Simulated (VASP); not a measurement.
SiO2, 6 atoms in the cell. Symmetry: P4_2/mnm, No. 136, tetragonal system. Conventional cell: a = 4.311 Å, b = 4.311 Å, c = 2.632 Å, α = 90.00°, β = 90.00°, γ = 90.00°. Within 2.3 Å of Si (site symmetry mmm) lie 6 O at 1.75 to 1.89 Å. O (site symmetry m2m) has 3 Si at 1.75 to 1.89 Å within 2.3 Å.  This cell differs from its parent crystal: epitaxial xy strain +3.0%.

- Program: VASP 6.6.1
- Task: single point
- Functional: PBE
- Potentials or basis: VASP PAW PBE potentials, release 64 (Si, O)
- Cutoff: 520 eV
- k mesh: 6 × 6 × 10
- Occupations: fermi-dirac, width 0.02 eV
- Spin: no spin polarisation
- Dipole correction: no
- Further INCAR settings: ALGO = Normal; EDIFF = 1e-07; NBANDS = 25

Potentials or basis: VASP PAW PBE potentials, release 64 (Si, O).

Run with:

```sh
$ cat potpaw_PBE.64/Si/POTCAR potpaw_PBE.64/O/POTCAR > POTCAR
$ mpirun -np 1 vasp_std > vasp.out
```

Hardware: 1 thread of Intel(R) Xeon(R) Platinum 8559C (Emerald Rapids), on a shared host.

**Question.** How long does it take, and how much memory?

**Answer.** Run time: 25 s on 1 thread of Intel(R) Xeon(R) Platinum 8559C (Emerald Rapids) (shared host), peak memory 0.18 GiB. Counts: scf iterations 14, k points 60.
